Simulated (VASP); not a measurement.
Set up this calculation in VASP 6.6.1, as the native input.

- Task: single point
- Functional: PBE
- Potentials or basis: VASP PAW PBE potentials, release 64 (Ta_pv, K_sv, O)
- Cutoff: 520 eV
- k mesh: 7 × 7 × 7
- Occupations: gaussian, width 0.014 eV
- Spin: no spin polarisation
- Dipole correction: no
- Further INCAR settings: ALGO = Normal; EDIFF = 1e-07; NBANDS = 27

The structure of KTaO3 lies in POSCAR:

```
KTaO3
1.0
    3.9883000000      0.0000000000      0.0000000000
    0.0000000000      3.9883000000      0.0000000000
    0.0000000000      0.0000000000      3.9883000000
Ta K O
1 1 3
Direct
    0.0000000000      0.0000000000      0.0000000000
    0.5000000000      0.5000000000      0.5000000000
    0.0000000000      0.0000000000      0.5000000000
    0.0000000000      0.5000000000      0.0000000000
    0.5000000000      0.0000000000      0.0000000000
```

The input as run:

INCAR

```
PREC = Accurate ; ENCUT = 520
EDIFF = 1E-7 ; ISMEAR = 0
SIGMA = 0.014 ; LREAL = F
LASPH = T ; NELM = 100
ALGO = Normal ; ISIF = 2
LWAVE = F ; LCHARG = F
GGA = PE ; NBANDS = 27
```

KPOINTS

```
Automatic mesh
0
Gamma
  7 7 7
```

Potentials or basis: VASP PAW PBE potentials, release 64 (Ta_pv, K_sv, O).

Command:

```sh
$ cat potpaw_PBE.64/Ta_pv/POTCAR potpaw_PBE.64/K_sv/POTCAR potpaw_PBE.64/O/POTCAR > POTCAR
$ mpirun -np 1 vasp_std > vasp.out
```

Results of the run:

| Property | Result |
| --- | --- |
| Pressure | 6.1 GPa |
| Band gap on the k mesh | 2.23 eV, indirect (least direct gap 2.80 eV) |

Caveat: spin-orbit coupling is left out, which moves the levels of the heavy elements.

It took 31 s on 1 thread of Intel(R) Xeon(R) Platinum 8488C (Sapphire Rapids), with other jobs on the host, peak memory 0.19 GiB.
